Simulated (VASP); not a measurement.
A run of VASP 6.6.1:

Contents of INCAR:

```
SYSTEM = HgTe
ALGO     = Normal         ! electronic algorithm
EDIFF    = 1E-6           ! SCF threshold, eV
ENCUT    = 520            ! plane-wave cutoff, eV
GGA      = PE             ! functional
ISIF     = 2              ! what is computed and relaxed
ISMEAR   = 0              ! smearing method
LASPH    = .True.         ! aspherical terms in the spheres
LCHARG   = .False.        ! write CHGCAR
LREAL    = .False.        ! projectors in reciprocal space
LWAVE    = .False.        ! write WAVECAR
NBANDS   = 16             ! bands
NELM     = 100            ! most SCF steps
PREC     = Accurate       ! precision mode
SIGMA    = 0.1            ! smearing width, eV
```

Contents of KPOINTS:

```
k-points
0
Gamma
  12 12 12
  0 0 0
```

The input POSCAR:

```
HgTe
1.0
    0.0000000000      3.0715781730      3.0715781730
    3.0715781730      0.0000000000      3.0715781730
    3.0715781730      3.0715781730      0.0000000000
Hg Te
1 1
Direct
    0.0000000000      0.0000000000      0.0000000000
    0.5000000000      0.5000000000      0.5000000000
```

Potentials or basis: VASP PAW PBE potentials, release 64 (Hg, Te).

Command:

```console
$ cat potpaw_PBE.64/Hg/POTCAR potpaw_PBE.64/Te/POTCAR > POTCAR
$ mpirun -np 1 vasp_std > vasp.out
```

Hardware: 1 thread of Intel(R) Xeon(R) 6975P-C (Granite Rapids), with other jobs on the host.

Question: How long does it take, and how much memory?

Answer: It took 19 s on 1 thread of Intel(R) Xeon(R) 6975P-C (Granite Rapids), with other jobs on the host, peak memory 0.21 GiB. Counts: scf iterations 12, k points 72.
